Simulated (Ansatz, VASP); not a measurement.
## One calculation of Os, two programs

```
Os
1.0
     2.73410    0.00000    0.00000
    -1.36705    2.36780    0.00000
     0.00000    0.00000    4.31970
Os
2
Direct
  0.66667 0.33333 0.75000
  0.33333 0.66667 0.25000
```

Alike in both runs: task relaxation of cell and atoms; functional revPBE; dispersion D3(BJ); k mesh 11 × 11 × 6; occupations fermi-dirac, width 0.05 eV; no spin polarisation.

|  | VASP | Ansatz |
| --- | --- | --- |
| version | VASP 6.6.1 | Ansatz 0.2.0 |
| potentials or method | VASP PAW PBE potentials, release 64 (Os) | Ansatz PAW |
| plane-wave cutoff (eV) | 600 | 420 |
| valence electrons in the cell | 16 | 32 |

```csv
,VASP,Ansatz,Ansatz less VASP
relaxed volume (Å³/atom),13.90,13.90,-0.003
relaxed length of the cell vector where the two differ most in proportion (Å),2.728,2.728,-0.0004
```

VASP's potentials were made for PBE, not for revPBE. VASP's potentials hold 16 valence electrons a cell and Ansatz's 32, so a difference there can come from the potentials and not from the codes.

Neither program's run includes spin-orbit coupling. Noted on Ansatz's run: the plane-wave basis is chosen anew once the cell has moved, so the energies of steps on either side of that aren't comparable.
